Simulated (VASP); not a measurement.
# Re (P6_3/mmc) in VASP: further runs

The runs below take Re through single point, with PBE.

All numbers are computed with VASP 6.6.1; they aren't measurements. Logs are shortened: lines on timing, memory, paths and dates and some standing lists are left out, and cuts for length are marked.

## 1. The cell of the first run

It takes space group P6_3/mmc (No. 194, hexagonal). Conventional cell: a = 2.690 Å, b = 2.690 Å, c = 4.358 Å, α = 90.00°, β = 90.00°, γ = 120.00°. Re (site symmetry -6m2) has 12 Re at 2.68 to 2.69 Å within 3.5 Å.

## 2. Single point, PBE

Input file INCAR:

```
SYSTEM = Re
ALGO = Normal
EDIFF = 1E-6
ENCUT = 560
GGA = PE
GGA_COMPAT = .False.
ISIF = 2
ISMEAR = -1
LASPH = .True.
LCHARG = .True.
LELF = .True.
LREAL = .False.
LVHAR = .True.
LWAVE = .False.
NBANDS = 22
NELM = 120
PREC = Accurate
SIGMA = 0.05
```

Input file KPOINTS:

```
k-points
0
Gamma
  10 10 6
  0 0 0
```

Input file POSCAR:

```
Re
1.0
    2.6901292541      0.0000000000      0.0000000000
   -1.3450646271      2.3297202735      0.0000000000
    0.0000000000      0.0000000000      4.3578482000
Re
2
Direct
    0.3333333333      0.6666666667      0.2500000000
    0.6666666667      0.3333333333      0.7500000000
```

Potentials or basis: VASP PAW PBE potentials, release 64 (Re_sv_GW).

Run with:

```sh
$ cat potpaw_PBE.64/Re_sv_GW/POTCAR > POTCAR
$ mpirun -np 1 vasp_std > vasp.out
```

OUTCAR:

```text
SYSTEM = Re
   EDIFF = 1E-6
   ENCUT = 560
   GGA = PE
   ISIF = 2
   ISMEAR = -1
   LASPH = .True.
   LREAL = .False.
   NELM = 120
   PREC = Accurate

 ion  position               nearest neighbor table
   1  0.333  0.667  0.250-   2 2.68   2 2.68   2 2.68   2 2.68   2 2.68   2 2.68
   2  0.667  0.333  0.750-   1 2.68   1 2.68   1 2.68   1 2.68   1 2.68   1 2.68

  LATTYP: Found a hexagonal cell.
 ALAT       =     2.6901292541
 C/A-ratio  =     1.6199400803

  Lattice vectors:

 A1 = (   2.6901292541,   0.0000000000,   0.0000000000)
 A2 = (  -1.3450646271,   2.3297202735,   0.0000000000)
 A3 = (   0.0000000000,   0.0000000000,   4.3578482000)

Analysis of symmetry for initial positions (statically):
=====================================================================
 Subroutine PRICEL returns:
 Original cell was already a primitive cell.

 Routine SETGRP: Setting up the symmetry group for a
 hexagonal supercell.

 Subroutine GETGRP returns: Found 24 space group operations
 (whereof 12 operations were pure point group operations)
 out of a pool of 24 trial point group operations.

The static configuration has the point symmetry D_3d.
 The point group associated with its full space group is D_6h.

Analysis of symmetry for dynamics (positions and initial velocities):
=====================================================================
 Subroutine PRICEL returns:
 Original cell was already a primitive cell.

 Routine SETGRP: Setting up the symmetry group for a
 hexagonal supercell.

 Subroutine GETGRP returns: Found 24 space group operations
 (whereof 12 operations were pure point group operations)
 out of a pool of 24 trial point group operations.

The dynamic configuration has the point symmetry D_3d.
 The point group associated with its full space group is D_6h.

 Subroutine INISYM returns: Found 24 space group operations
 (whereof 12 operations are pure point group operations),
 and found     1 'primitive' translations

----------------------------------------------------------------------------------------

                                     Primitive cell

  volume of cell :      27.3117

  direct lattice vectors                    reciprocal lattice vectors
     2.690129254  0.000000000  0.000000000     0.371729350  0.214618041  0.000000000
    -1.345064627  2.329720273  0.000000000     0.000000000  0.429236081  0.000000000
     0.000000000  0.000000000  4.357848200     0.000000000  0.000000000  0.229471049

  length of vectors
     2.690129254  2.690129254  4.357848200     0.429236081  0.429236081  0.229471049

  position of ions in fractional coordinates (direct lattice)
     0.333333333  0.666666667  0.250000000
     0.666666667  0.333333333  0.750000000

  ion indices of the primitive-cell ions
   primitive index   ion index
                 1           1
                 2           2

----------------------------------------------------------------------------------------

 KPOINTS: k-points

Automatic generation of k-mesh.
 Grid dimensions read from file:
 generate k-points for:   10   10    6

 Generating k-lattice:

  Cartesian coordinates                     Fractional coordinates (reciprocal lattice)
     0.037172935  0.021461804  0.000000000     0.100000000 -0.000000000  0.000000000
     0.000000000  0.042923608  0.000000000     0.000000000  0.100000000  0.000000000
     0.000000000  0.000000000  0.038245175     0.000000000  0.000000000  0.166666667

  Length of vectors
     0.042923608  0.042923608  0.038245175

  Shift w.r.t. Gamma in fractional coordinates (k-lattice)
     0.000000000  0.000000000  0.000000000

 Subroutine IBZKPT returns following result:
 ===========================================

 Found     56 irreducible k-points:

 Following reciprocal coordinates:
            Coordinates               Weight
  0.000000  0.000000  0.000000      1.000000
  0.100000  0.000000  0.000000      6.000000
  0.200000  0.000000  0.000000      6.000000
  0.300000  0.000000  0.000000      6.000000
  0.400000  0.000000  0.000000      6.000000
  0.500000  0.000000  0.000000      3.000000
[... 16 lines left out ...]
  0.300000  0.100000  0.166667     24.000000
  0.400000  0.100000  0.166667     24.000000
 [... further k-points ...]
   k-points           NKPTS =     56   k-points in BZ     NKDIM =     56   number of bands    NBANDS=     22
   number of dos      NEDOS =    301   number of ions     NIONS =      2
   total plane-waves  NPLWV =  20736
   dimension x,y,z NGX =    24 NGY =   24 NGZ =   36
   dimension x,y,z NGXF=    48 NGYF=   48 NGZF=   72
   ions per type =               2
   NGX,Y,Z   is equivalent  to a cutoff of  14.83, 14.83, 13.73 a.u.
   NGXF,Y,Z  is equivalent  to a cutoff of  29.66, 29.66, 27.47 a.u.
 SYSTEM =  Re
   PREC   = accura    normal or accurate (medium, high low for compatibility)
   ISTART =      0    job   : 0-new  1-cont  2-samecut
   ICHARG =      2    charge: 1-file 2-atom 10-const
   ISPIN  =      1    spin polarized calculation?
   LNONCOLLINEAR =      F non collinear calculations
   LSORBIT =      F    spin-orbit coupling
   LASPH  =      T    aspherical Exc in radial PAW
   ENCUT  =  560.0 eV  41.16 Ry    6.42 a.u.   5.19  5.19  8.41*2*pi/ulx,y,z
   NELM   =    120;   NELMIN=  2; NELMDL= -5     # of ELM steps
   EDIFF  = 0.1E-05   stopping-criterion for ELM
   LREAL  =      F    real-space projection
   EDIFFG = 0.1E-04   stopping-criterion for IOM
   NSW    =      0    number of steps for IOM
   IBRION =     -1    ionic relax: 0-MD 1-quasi-New 2-CG
   NFREE  =      0    steps in history (QN), initial steepest desc. (CG)
   ISIF   =      2    stress and relaxation
   ISYM   =      2    0-nonsym 1-usesym 2-fastsym
   POTIM  = 0.5000    time-step for ionic-motion
   TEBEG  =    0.0;   TEEND  =   0.0 temperature during run
   PSTRESS=    0.0 pullay stress
   NELECT =      30.0000    total number of electrons
   NUPDOWN=      -1.0000    fix difference up-down
   EMIN   =  10.00;   EMAX   =-10.00  energy-range for DOS
   EFERMI =   0.00;   METHOD = LEGACY
   ISMEAR =    -1;   SIGMA  =   0.05  broadening in eV -4-tet -1-fermi 0-gaus
   EFERMI_NEDOS =   21; number of points for ismear=-14 and -15
   IALGO  =     38    algorithm
   IMIX   =      4    mixing-type and parameters
     AMIX     =   0.40;   BMIX     =  1.00
     AMIX_MAG =   1.60;   BMIX_MAG =  1.00
  volume/ion in A,a.u.               =      13.66        92.15
  Fermi-wavevector in a.u.,A,eV,Ry     =   1.689140  3.192011 38.820047  2.853193
  Thomas-Fermi vector in A             =   2.771320
   LORBIT       =      0    0 simple, 1 ext, 2 COOP (PROOUT), +10 PAW based schemes
   GGA     = PE    functional components
   LHFCALC =     F    Hartree Fock is set to
   AEXX    =    0.0000 exact exchange contribution
   IVDW    =     0    specifies the selected vdW correction
   LEPSILON=     F    determine dielectric tensor
   LRPA    =     F    only Hartree local field effects (RPA)
 non-spin polarized calculation
  energy-cutoff  :      560.00
  volume of cell :       27.31
 maximum number of plane-waves:       836
 NGX is ok and might be reduce to    24
   NGX = 11   NGY = 11   NGZ = 17

 number of electron      29.9999997 magnetization

 Free energy of the ion-electron system (eV)
  ---------------------------------------------------
  ext. energy  EPLUGINS =         0.00000000
  ---------------------------------------------------
  free energy    TOTEN  =       -27.82113144 eV

  energy without entropy =      -27.81042903  energy(sigma->0) =      -27.81578023

 E-fermi :  14.3660     XC(G=0): -14.6785

 val. band max:       14.3430826484   @ k =   0.3000   0.3000   0.5000
 cond. band min:      14.4113066516   @ k =   0.4000   0.1000   0.3333
 fundamental gap:      0.0682240032
 Fermi energy:        14.3659683728

 k-point     1 :       0.0000    0.0000    0.0000
  band No.  band energies     occupation
      1     -65.4877      2.00000
      2     -65.3189      2.00000
      3     -28.1647      2.00000
      4     -26.7990      2.00000
      5     -26.7990      2.00000
      6     -26.5815      2.00000
[... 14 lines left out ...]
     21      25.2695      0.00000
     22      27.8364      0.00000

 k-point     2 :       0.1000    0.0000    0.0000
  band No.  band energies     occupation
      1     -65.4738      2.00000
      2     -65.3124      2.00000
      3     -28.1162      2.00000
      4     -26.9145      2.00000
      5     -26.8355      2.00000
      6     -26.7011      2.00000
[... 14 lines left out ...]
     21      25.2942      0.00000
     22      28.8448      0.00000

 k-point     3 :       0.2000    0.0000    0.0000
  band No.  band energies     occupation
      1     -65.4373      2.00000
      2     -65.2968      2.00000
      3     -27.9802      2.00000
      4     -27.2151      2.00000
      5     -27.0028      2.00000
      6     -26.9275      2.00000
[... 14 lines left out ...]
     21      25.0039      0.00000
     22      30.7738      0.00000

 k-point     4 :       0.3000    0.0000    0.0000
  band No.  band energies     occupation
      1     -65.3894      2.00000
      2     -65.2802      2.00000
      3     -27.7847      2.00000
      4     -27.5817      2.00000
      5     -27.3548      2.00000
      6     -27.0350      2.00000
[... 14 lines left out ...]
     21      24.9917      0.00000
     22      28.9486      0.00000

 k-point     5 :       0.4000    0.0000    0.0000
  band No.  band energies     occupation
      1     -65.3457      2.00000
      2     -65.2714      2.00000
      3     -27.8724      2.00000
      4     -27.6249      2.00000
      5     -27.5801      2.00000
      6     -27.1183      2.00000
[... 14 lines left out ...]
     21      25.4629      0.00000
     22      26.9412      0.00000

 k-point     6 :       0.5000    0.0000    0.0000
  band No.  band energies     occupation
      1     -65.3263      2.00000
      2     -65.2709      2.00000
      3     -27.9820      2.00000
      4     -27.7251      2.00000
      5     -27.4745      2.00000
      6     -27.1497      2.00000
[... 14 lines left out ...]
     21      25.3359      0.00000
     22      27.1626      0.00000

 k-point     7 :       0.1000    0.1000    0.0000
  band No.  band energies     occupation
      1     -65.4487      2.00000
      2     -65.3015      2.00000
      3     -28.0239      2.00000
      4     -27.0954      2.00000
      5     -26.9910      2.00000
      6     -26.8282      2.00000
[... 324 lines left out ...]
      6     -27.1258      2.00000
[... 14 lines left out ...]
     21      25.2070      0.00000
     22      26.8541      0.00000

 k-point    21 :       0.1000    0.1000    0.1667
  band No.  band energies     occupation
      1     -65.4391      2.00000
      2     -65.3114      2.00000
      3     -27.9512      2.00000
      4     -27.0667      2.00000
      5     -27.0200      2.00000
      6     -26.8615      2.00000
[... 14 lines left out ...]
     21      26.4989      0.00000
     22      29.8631      0.00000

 k-point    22 :       0.2000    0.1000    0.1667
  band No.  band energies     occupation
      1     -65.3984      2.00000
      2     -65.2935      2.00000
      3     -27.8394      2.00000
      4     -27.3641      2.00000
      5     -27.2859      2.00000
      6     -26.9864      2.00000
[... 14 lines left out ...]
     21      26.2489      0.00000
     22      30.5497      0.00000

 k-point    23 :       0.3000    0.1000    0.1667
  band No.  band energies     occupation
      1     -65.3542      2.00000
      2     -65.2790      2.00000
      3     -27.8433      2.00000
      4     -27.6194      2.00000
      5     -27.4301      2.00000
      6     -27.1094      2.00000
[... 14 lines left out ...]
     21      25.6560      0.00000
     22      28.9464      0.00000

 k-point    24 :       0.4000    0.1000    0.1667
  band No.  band energies     occupation
      1     -65.3226      2.00000
      2     -65.2744      2.00000
      3     -27.9796      2.00000
      4     -27.7530      2.00000
      5     -27.3782      2.00000
      6     -27.1655      2.00000
[... 14 lines left out ...]
     21      25.1139      0.00000
     22      26.9720      0.00000

 [... further k-points ...]

------------------------ aborting loop because EDIFF is reached ----------------------------------------

  FORCE on cell =-STRESS in cart. coord.  units (eV):
  Direction    XX          YY          ZZ          XY          YZ          ZX
  --------------------------------------------------------------------------------------
  -------------------------------------------------------------------------------------
  Total        6.5538765      6.5538765      6.5516807     -0.0000000      0.0000000     -0.0000000
  in kB      384.4676570    384.4676570    384.3388475     -0.0000000      0.0000000     -0.0000000
  external PRESSURE =     384.4247205 kB  Pullay stress =       0.0000000 kB

 VOLUME and BASIS-vectors are now :
 -----------------------------------------------------------------------------
  energy-cutoff  :      560.00
  volume of cell :       27.31
      direct lattice vectors                 reciprocal lattice vectors
     2.690129254  0.000000000  0.000000000     0.371729350  0.214618041  0.000000000
    -1.345064627  2.329720273  0.000000000     0.000000000  0.429236081  0.000000000
     0.000000000  0.000000000  4.357848200     0.000000000  0.000000000  0.229471049

 POSITION                                       TOTAL-FORCE (eV/Angst)
 -----------------------------------------------------------------------------------
     -0.00000      1.55315      1.08946        -0.000000      0.000000      0.000000
      1.34506      0.77657      3.26839         0.000000      0.000000      0.000000
 -----------------------------------------------------------------------------------
    total drift:                               -0.000000      0.000000     -0.000000

  FREE ENERGIE OF THE ION-ELECTRON SYSTEM (eV)
  ---------------------------------------------------
  free  energy   TOTEN  =       -27.8211314351 eV

  energy  without entropy=      -27.8104290257  energy(sigma->0) =      -27.81578023
```

Wall time 62 s (1 thread of Intel Xeon Platinum 8259CL at 2.50GHz (Skylake/Cascade Lake), shared host); peak memory 0.18 GiB.

Results:

- Free energy: -27.8211 eV
- Pressure: 38.4 GPa
- Band gap on the k mesh: zero (bands 15 and 16 overlap by 3.79 eV)

Caveat: the cell stands under pressure; spin-orbit coupling is left out, which moves the levels of the heavy elements.

## 3. Single point, PBE

This run uses another cell than the first one, of 14.22 Å³/atom.

Input file INCAR:

```
PREC     = Accurate       # precision mode
ENCUT    = 560            # plane-wave cutoff, eV
EDIFF    = 1E-6           # SCF threshold, eV
ISMEAR   = -1             # smearing method
SIGMA    = 0.05           # smearing width, eV
LREAL    = F              # projectors in reciprocal space
LASPH    = T              # aspherical terms in the spheres
NELM     = 120            # most SCF steps
ALGO     = Normal         # electronic algorithm
ISIF     = 2              # what is computed and relaxed
LWAVE    = F              # write WAVECAR
LCHARG   = T              # write CHGCAR
GGA      = PE             # functional
LELF     = T              # ELF
LVHAR    = T            
NBANDS   = 22             # bands
GGA_COMPAT= F
```

Input file KPOINTS:

```
Automatic mesh
0
Gamma
  10 10 6
```

Input file POSCAR:

```
Re
1.0
    2.7275650375      0.0000000000      0.0000000000
   -1.3637825188      2.3621406130      0.0000000000
    0.0000000000      0.0000000000      4.4151328873
Re
2
Direct
    0.3333333333      0.6666666667      0.2500000000
    0.6666666667      0.3333333333      0.7500000000
```

Potentials or basis: VASP PAW PBE potentials, release 64 (Re_sv_GW).

Run with:

```sh
$ cat potpaw_PBE.64/Re_sv_GW/POTCAR > POTCAR
$ mpirun -np 1 vasp_std > vasp.out
```

Run time: 26 s. Hardware: 1 thread of Intel Xeon Platinum 8488C (Sapphire Rapids), shared host; peak memory 0.17 GiB.

It converged, with:

| Property | Result |
| --- | --- |
| Free energy | -28.0311 eV |
| Pressure | 18.5 GPa |
| Band gap on the k mesh | zero (bands 15 and 16 overlap by 3.51 eV) |

Levels at points of the mesh, in eV from the Fermi level:
| k point | band 12 | band 13 | band 14 | band 15 | band 16 | band 17 | band 18 | band 19 |
| --- | --- | --- | --- | --- | --- | --- | --- | --- |
| (0.00, 0.00, 0.00) | -1.66 | -1.66 | -0.79 | -0.79 | 0.21 | 0.21 | 0.65 | 3.52 |
| (0.50, 0.00, 0.00) | -2.02 | -1.73 | -1.45 | -0.63 | 4.22 | 4.61 | 4.78 | 6.39 |
| (0.00, 0.00, 0.50) | -2.50 | -1.79 | -1.79 | -1.79 | -1.79 | 2.68 | 2.68 | 2.68 |
| (0.50, 0.00, 0.50) | -4.31 | 0.40 | 0.40 | 0.98 | 0.98 | 4.54 | 4.54 | 5.01 |

Caveat: the cell stands under pressure; spin-orbit coupling is left out, which moves the levels of the heavy elements.

The gap in the log of VASP goes by the Fermi energy; the results here count the filled bands.